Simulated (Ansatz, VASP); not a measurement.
## One calculation of YAl2N3, two programs

```
Y Al N
1.0
     5.09335   -2.89180    0.00000
     5.09335    2.89180    0.00000
     0.00000    0.00000    5.16212
Y Al N
2 4 6
Direct
  0.30757 0.69243 0.46526
  0.69243 0.30757 0.96526
  0.01026 0.34058 0.48975
  0.65942 0.98974 0.48975
  0.98974 0.65942 0.98975
  0.34058 0.01026 0.98975
  0.05595 0.33172 0.85472
  0.66828 0.94405 0.85472
  0.94405 0.66828 0.35472
  0.33172 0.05595 0.35472
  0.28984 0.71016 0.93380
  0.71016 0.28984 0.43380
```

Alike in both runs: task single point; functional PBE; k mesh 4 × 4 × 4; occupations gaussian, width 0.1 eV; no spin polarisation.

```csv
,VASP,Ansatz
version,VASP 6.6.1,Ansatz 0.2.0
potentials or method,"VASP PAW PBE potentials, release 64 (Y_sv, Al, N), cutoff 520 eV","scalar-relativistic, plane waves, PAW"
valence electrons in the cell,64,64
```

```csv
,VASP,Ansatz,Ansatz less VASP
gap on the k mesh at the Fermi level (eV),2.26,2.27,+0.007
least direct gap on the mesh (eV),2.43,2.44,+0.007
pressure (GPa),-0.7,-0.5,+0.21
"traceless stress, the component that is largest in VASP (GPa)",-0.13,-0.10,+0.030
rms of the force components (eV/Å),0.038,0.040,+0.0018
```

Atom by atom the forces differ by 0.002 eV/Å (rms over components).
